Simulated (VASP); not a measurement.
# SnO (P4/nmm) in VASP: single point with PBE

Aim: the single point of SnO with PBE.

Program: VASP 6.6.1. These are calculated values, not measurements. Logs are shortened: lines on timing, memory, paths and dates and some standing lists are left out, and cuts for length are marked.

## 1. The cell of the first run

The structure is tetragonal, space group P4/nmm (No. 129). Conventional cell: a = 3.799 Å, b = 3.799 Å, c = 4.841 Å, α = 90.00°, β = 90.00°, γ = 90.00°. Sn (site symmetry 4mm) has 4 O at 2.22 Å within 2.9 Å. Within 2.9 Å of O (site symmetry -4m2) lie 4 Sn at 2.22 Å and 4 O at 2.69 Å.

## 2. Single point, PBE

The input, INCAR:

```
SYSTEM = SnO
ALGO = Normal
EDIFF = 1E-6
ENCUT = 600
GGA = PE
GGA_COMPAT = .FALSE.
ISIF = 2
ISMEAR = 0
LASPH = .TRUE.
LCHARG = .TRUE.
LELF = .TRUE.
LREAL = Auto
LVHAR = .TRUE.
LWAVE = .FALSE.
NBANDS = 358
NELM = 120
PREC = Accurate
SIGMA = 0.05
```

The input, KPOINTS:

```
k-points
0
G
  1 1 1
  0 0 0
```

The input, POSCAR:

```
SnO
1.0
   -7.5972000000     -7.5972000000      0.0000000000
    7.5972000000     -7.5972000000      0.0000000000
    0.0000000000      7.5972000000      9.6816000000
Sn O
32 32
Direct
    0.9342250000      0.1842250000      0.6184500000
    0.9342250000      0.1842250000      0.1184500000
    0.6842250000      0.4342250000      0.6184500000
    0.9342250000      0.6842250000      0.1184500000
    0.4342250000      0.1842250000      0.6184500000
    0.6842250000      0.4342250000      0.1184500000
    0.9342250000      0.6842250000      0.6184500000
    0.4342250000      0.1842250000      0.1184500000
    0.6842250000      0.9342250000      0.1184500000
    0.1842250000      0.4342250000      0.6184500000
    0.4342250000      0.6842250000      0.1184500000
    0.6842250000      0.9342250000      0.6184500000
    0.1842250000      0.4342250000      0.1184500000
    0.4342250000      0.6842250000      0.6184500000
    0.1842250000      0.9342250000      0.1184500000
    0.1842250000      0.9342250000      0.6184500000
    0.8157750000      0.3157750000      0.3815500000
    0.5657750000      0.0657750000      0.3815500000
    0.8157750000      0.3157750000      0.8815500000
    0.5657750000      0.0657750000      0.8815500000
    0.8157750000      0.8157750000      0.8815500000
    0.3157750000      0.3157750000      0.3815500000
    0.5657750000      0.5657750000      0.8815500000
    0.8157750000      0.8157750000      0.3815500000
    0.0657750000      0.0657750000      0.3815500000
    0.3157750000      0.3157750000      0.8815500000
    0.5657750000      0.5657750000      0.3815500000
    0.0657750000      0.0657750000      0.8815500000
    0.3157750000      0.8157750000      0.8815500000
    0.0657750000      0.5657750000      0.8815500000
    0.3157750000      0.8157750000      0.3815500000
    0.0657750000      0.5657750000      0.3815500000
    0.0000000000      0.0000000000      0.0000000000
    0.0000000000      0.0000000000      0.5000000000
    0.0000000000      0.5000000000      0.5000000000
    0.5000000000      0.0000000000      0.0000000000
    0.7500000000      0.2500000000      0.5000000000
    0.0000000000      0.5000000000      0.0000000000
    0.5000000000      0.0000000000      0.5000000000
    0.7500000000      0.2500000000      0.0000000000
    0.5000000000      0.5000000000      0.5000000000
    0.7500000000      0.7500000000      0.0000000000
    0.2500000000      0.2500000000      0.5000000000
    0.5000000000      0.5000000000      0.0000000000
    0.7500000000      0.7500000000      0.5000000000
    0.2500000000      0.2500000000      0.0000000000
    0.2500000000      0.7500000000      0.0000000000
    0.2500000000      0.7500000000      0.5000000000
    0.7500000000      0.0000000000      0.0000000000
    0.0000000000      0.2500000000      0.5000000000
    0.7500000000      0.0000000000      0.5000000000
    0.0000000000      0.2500000000      0.0000000000
    0.7500000000      0.5000000000      0.5000000000
    0.0000000000      0.7500000000      0.0000000000
    0.2500000000      0.0000000000      0.0000000000
    0.5000000000      0.2500000000      0.5000000000
    0.7500000000      0.5000000000      0.0000000000
    0.0000000000      0.7500000000      0.5000000000
    0.2500000000      0.0000000000      0.5000000000
    0.5000000000      0.2500000000      0.0000000000
    0.2500000000      0.5000000000      0.5000000000
    0.5000000000      0.7500000000      0.0000000000
    0.2500000000      0.5000000000      0.0000000000
    0.5000000000      0.7500000000      0.5000000000
```

Potentials or basis: VASP PAW PBE potentials, release 64 (Sn_d, O).

Started as:

```bash
$ cat potpaw_PBE.64/Sn_d/POTCAR potpaw_PBE.64/O/POTCAR > POTCAR
$ mpirun -np 1 vasp_gam > vasp.out
```

OUTCAR:

```text
SYSTEM = SnO
   EDIFF = 1E-6
   ENCUT = 600
   GGA = PE
   ISIF = 2
   ISMEAR = 0
   LASPH = .TRUE.
   LREAL = Auto
   NELM = 120
   PREC = Accurate

 ion  position               nearest neighbor table
   1  0.934  0.184  0.618-  51 2.22  37 2.22  34 2.22  50 2.22  18 3.53  24 3.53  17 3.53  25 3.53
                            19 3.70  28 3.70  26 3.70  30 3.70
   2  0.934  0.184  0.118-  49 2.22  40 2.22  33 2.22  52 2.22  20 3.53  21 3.53  19 3.53  28 3.53
                            25 3.70  17 3.70  22 3.70  32 3.70
   3  0.684  0.434  0.618-  56 2.22  41 2.22  37 2.22  53 2.22  18 3.53  22 3.53  17 3.53  27 3.53
                            23 3.70  19 3.70  21 3.70  30 3.70
   4  0.934  0.684  0.118-  57 2.22  42 2.22  38 2.22  54 2.22  19 3.53  23 3.53  21 3.53  30 3.53
                            24 3.70  32 3.70  31 3.70  25 3.70
   5  0.434  0.184  0.618-  59 2.22  43 2.22  39 2.22  56 2.22  25 3.53  31 3.53  18 3.53  22 3.53
                            26 3.70  20 3.70  23 3.70  19 3.70
   6  0.684  0.434  0.118-  60 2.22  44 2.22  40 2.22  57 2.22  20 3.53  26 3.53  23 3.53  19 3.53
                            17 3.70  27 3.70  24 3.70  32 3.70
   7  0.934  0.684  0.618-  53 2.22  45 2.22  35 2.22  58 2.22  17 3.53  27 3.53  24 3.53  32 3.53
                            30 3.70  21 3.70  28 3.70  29 3.70
   8  0.434  0.184  0.118-  55 2.22  46 2.22  36 2.22  60 2.22  28 3.53  29 3.53  20 3.53  26 3.53
                            22 3.70  18 3.70  17 3.70  27 3.70
   9  0.684  0.934  0.118-  62 2.22  42 2.22  36 2.22  49 2.22  23 3.53  29 3.53  20 3.53  21 3.53
[... 77 lines left out ...]
  63  0.250  0.500  0.000-  11 2.22  26 2.22  30 2.22  13 2.22
  64  0.500  0.750  0.500-  12 2.22  27 2.22  31 2.22  14 2.22

  LATTYP: Found a body centered tetragonal cell.
 ALAT       =    10.7440632761
 C/A-ratio  =     1.8022231908

  Lattice vectors:

 A1 = (  -7.5972000000,   0.0000000000,  -9.6816000000)
 A2 = (   7.5972000000,   0.0000000000,  -9.6816000000)
 A3 = (   0.0000000000,  -7.5972000000,   9.6816000000)

Analysis of symmetry for initial positions (statically):
=====================================================================
 Subroutine PRICEL returns following result:

  LATTYP: Found a simple tetragonal cell.
 ALAT       =     3.7986000000
 C/A-ratio  =     1.2743642395

  Lattice vectors:

 A1 = (  -3.7986000000,   0.0000000000,   0.0000000000)
 A2 = (   0.0000000000,  -3.7986000000,   0.0000000000)
 A3 = (   0.0000000000,   0.0000000000,   4.8408000000)

  16 primitive cells build up your supercell.

 Routine SETGRP: Setting up the symmetry group for a
 body centered tetragonal supercell.

 Subroutine GETGRP returns: Found 16 space group operations
 (whereof  8 operations were pure point group operations)
 out of a pool of 16 trial point group operations.

The static configuration has the point symmetry D_2d.
[... 117 lines left out ...]
   NELECT =     640.0000    total number of electrons
   NUPDOWN=      -1.0000    fix difference up-down
   EMIN   =  10.00;   EMAX   =-10.00  energy-range for DOS
   EFERMI =   0.00;   METHOD = LEGACY
   ISMEAR =     0;   SIGMA  =   0.05  broadening in eV -4-tet -1-fermi 0-gaus
   EFERMI_NEDOS =   21; number of points for ismear=-14 and -15
   IALGO  =     38    algorithm
   IMIX   =      4    mixing-type and parameters
     AMIX     =   0.40;   BMIX     =  1.00
     AMIX_MAG =   1.60;   BMIX_MAG =  1.00
  volume/ion in A,a.u.               =      17.46       117.84
  Fermi-wavevector in a.u.,A,eV,Ry     =   1.359482  2.569048 25.146163  1.848191
  Thomas-Fermi vector in A             =   2.486226
   LORBIT       =      0    0 simple, 1 ext, 2 COOP (PROOUT), +10 PAW based schemes
   GGA     = PE    functional components
   LHFCALC =     F    Hartree Fock is set to
   AEXX    =    0.0000 exact exchange contribution
   IVDW    =     0    specifies the selected vdW correction
   LEPSILON=     F    determine dielectric tensor
   LRPA    =     F    only Hartree local field effects (RPA)
 non-spin polarized calculation
 Gauss-broadening in eV      SIGMA  =   0.05
  energy-cutoff  :      600.00
  volume of cell :     1117.59
 maximum number of plane-waves:     18650
 NGX is ok and might be reduce to    90
   NGX = 43   NGY = 43   NGZ = 49

 number of electron     639.9999850 magnetization

 Free energy of the ion-electron system (eV)
  ---------------------------------------------------
  ext. energy  EPLUGINS =         0.00000000
  ---------------------------------------------------
  free energy    TOTEN  =      -362.03379417 eV

  energy without entropy =     -361.99058669  energy(sigma->0) =     -362.01219043

 E-fermi :   7.2785     XC(G=0): -10.2667

 val. band max:        7.2475256610   @ k =   0.0000   0.0000   0.0000
 cond. band min:       7.3247045159   @ k =   0.0000   0.0000   0.0000
 fundamental gap:      0.0771788549
 Fermi energy:         7.2784661193

 k-point     1 :       0.0000    0.0000    0.0000
  band No.  band energies     occupation
      1     -14.8234      2.00000
      2     -14.8068      2.00000
      3     -14.7740      2.00000
      4     -14.7740      2.00000
      5     -14.7740      2.00000
      6     -14.7740      2.00000
[... 324 lines left out ...]
    331       9.5076      0.00000
    332       9.5076      0.00000
 [bands above 332 left out]

------------------------ aborting loop because EDIFF is reached ----------------------------------------

  FORCE on cell =-STRESS in cart. coord.  units (eV):
  Direction    XX          YY          ZZ          XY          YZ          ZX
  --------------------------------------------------------------------------------------
  -------------------------------------------------------------------------------------
  Total       39.8007949     39.8007949     24.7863651      0.0000000      0.0000000      0.0000000
  in kB       57.0582015     57.0582015     35.5335971      0.0000000      0.0000000      0.0000000
  external PRESSURE =      49.8833333 kB  Pullay stress =       0.0000000 kB

 VOLUME and BASIS-vectors are now :
 -----------------------------------------------------------------------------
  energy-cutoff  :      600.00
  volume of cell :     1117.59
      direct lattice vectors                 reciprocal lattice vectors
    -7.597200000 -7.597200000  0.000000000    -0.065813721 -0.065813721  0.051644356
     7.597200000 -7.597200000  0.000000000     0.065813721 -0.065813721  0.051644356
     0.000000000  7.597200000  9.681600000     0.000000000  0.000000000  0.103288713

 POSITION                                       TOTAL-FORCE (eV/Angst)
 -----------------------------------------------------------------------------------
     -5.69790     -3.79860      5.98759        -0.000000     -0.000000      0.582656
     -5.69790     -7.59720      1.14679        -0.000000     -0.000000      0.582656
     -1.89930     -3.79860      5.98759        -0.000000     -0.000000      0.582656
     -1.89930    -11.39580      1.14679        -0.000000     -0.000000      0.582656
     -1.89930      0.00000      5.98759        -0.000000     -0.000000      0.582656
     -1.89930     -7.59720      1.14679        -0.000000     -0.000000      0.582656
[... 56 lines left out ...]
      1.89930     -5.69790      0.00000        -0.000000      0.000000      0.000000
      1.89930     -5.69790      4.84080        -0.000000      0.000000      0.000000
 -----------------------------------------------------------------------------------
    total drift:                                0.000000      0.000000      0.000000

  FREE ENERGIE OF THE ION-ELECTRON SYSTEM (eV)
  ---------------------------------------------------
  free  energy   TOTEN  =      -362.0337941700 eV

  energy  without entropy=     -361.9905866857  energy(sigma->0) =     -362.01219043
```

It took 23 min on 1 thread of AMD EPYC 9755, shared host; peak memory 1.4 GiB.

What came out:

| Quantity | Value |
| --- | --- |
| Free energy | -362.0338 eV |
| Pressure | 5.0 GPa |
| Largest force | 0.583 eV/Å |

Forces in eV/Å, atoms in the order of the input:
```
Sn   0.000  0.000  0.583
Sn   0.000  0.000  0.583
Sn   0.000  0.000  0.583
Sn   0.000  0.000  0.583
Sn   0.000  0.000  0.583
Sn   0.000  0.000  0.583
Sn   0.000  0.000  0.583
Sn   0.000  0.000  0.583
Sn   0.000  0.000  0.583
Sn   0.000  0.000  0.583
Sn   0.000  0.000  0.583
Sn   0.000  0.000  0.583
Sn   0.000  0.000  0.583
Sn   0.000  0.000  0.583
Sn   0.000  0.000  0.583
Sn   0.000  0.000  0.583
Sn   0.000  0.000 -0.583
Sn   0.000  0.000 -0.583
Sn   0.000  0.000 -0.583
Sn   0.000  0.000 -0.583
Sn   0.000  0.000 -0.583
Sn   0.000  0.000 -0.583
Sn   0.000  0.000 -0.583
Sn   0.000  0.000 -0.583
Sn   0.000  0.000 -0.583
Sn   0.000  0.000 -0.583
Sn   0.000  0.000 -0.583
Sn   0.000  0.000 -0.583
Sn   0.000  0.000 -0.583
Sn   0.000  0.000 -0.583
Sn   0.000  0.000 -0.583
Sn   0.000  0.000 -0.583
O    0.000  0.000  0.000
O    0.000  0.000  0.000
O    0.000  0.000  0.000
O    0.000  0.000  0.000
O    0.000  0.000  0.000
O    0.000  0.000  0.000
O    0.000  0.000  0.000
O    0.000  0.000  0.000
O    0.000  0.000  0.000
O    0.000  0.000  0.000
O    0.000  0.000  0.000
O    0.000  0.000  0.000
O    0.000  0.000  0.000
O    0.000  0.000  0.000
O    0.000  0.000  0.000
O    0.000  0.000  0.000
O    0.000  0.000  0.000
O    0.000  0.000  0.000
O    0.000  0.000  0.000
O    0.000  0.000  0.000
O    0.000  0.000  0.000
O    0.000  0.000  0.000
O    0.000  0.000  0.000
O    0.000  0.000  0.000
O    0.000  0.000  0.000
O    0.000  0.000  0.000
O    0.000  0.000  0.000
O    0.000  0.000  0.000
O    0.000  0.000  0.000
O    0.000  0.000  0.000
O    0.000  0.000  0.000
O    0.000  0.000  0.000
```

Levels at points of the mesh, in eV from the Fermi level:
| k point | band 318 | band 319 | band 320 | band 321 | band 322 | band 323 |
| --- | --- | --- | --- | --- | --- | --- |
| (0.00, 0.00, 0.00) | -1.19 | -1.19 | -0.03 | 0.05 | 0.05 | 1.64 |

Caveat: the k points lie up to 0.67 Å⁻¹ apart; spin-orbit coupling is left out, which moves the levels of the heavy elements.
